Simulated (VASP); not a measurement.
Here is a VASP 6.6.1 calculation.

Contents of INCAR:

```
SYSTEM = C
PREC = Accurate
ENCUT = 520
EDIFF = 1E-8
ISMEAR = -1
SIGMA = 0.15
LREAL = .FALSE.
LASPH = .TRUE.
NELM = 60
ALGO = Normal
ISIF = 2
LWAVE = .FALSE.
LCHARG = .FALSE.
NBANDS = 16
IBRION = 8
NSW = 1
```

File KPOINTS:

```
Automatic mesh
0
G
  6 6 2
  0 0 0
```

File POSCAR:

```
C
1.0
    1.2228066819     -2.1167318658      0.0000000000
    1.2228066819      2.1167318658      0.0000000000
    0.0000000000      0.0000000000      6.7225117217
C
4
Direct
    0.0833124673      0.9166875327      0.7500000000
    0.5833124673      0.4166875327      0.2500000000
    0.9166875327      0.0833124673      0.2500000000
    0.4166875327      0.5833124673      0.7500000000
```

Potentials or basis: VASP PAW LDA potentials, release 64 (C).

The run is started by

```sh
$ cat potpaw_LDA.64/C/POTCAR > POTCAR
$ mpirun -np 1 vasp_std > vasp.out
```

Question: Estimate the highest phonon frequency at Γ.

Answer: 1506 cm⁻¹.

Question: What does it give for the most unstable mode?

Answer: 40i cm⁻¹.

Phonon frequencies in cm⁻¹ (negative: imaginary):
```tsv
q point	frequencies
(0.000, 0.000, 0.000)	-40 -13 0 0 0 70 875 883 1455 1467 1497 1506
```

Caveat: the k points lie up to 0.49 Å⁻¹ apart; the cell wasn't relaxed at this level first, which shifts response properties; some modes are imaginary.
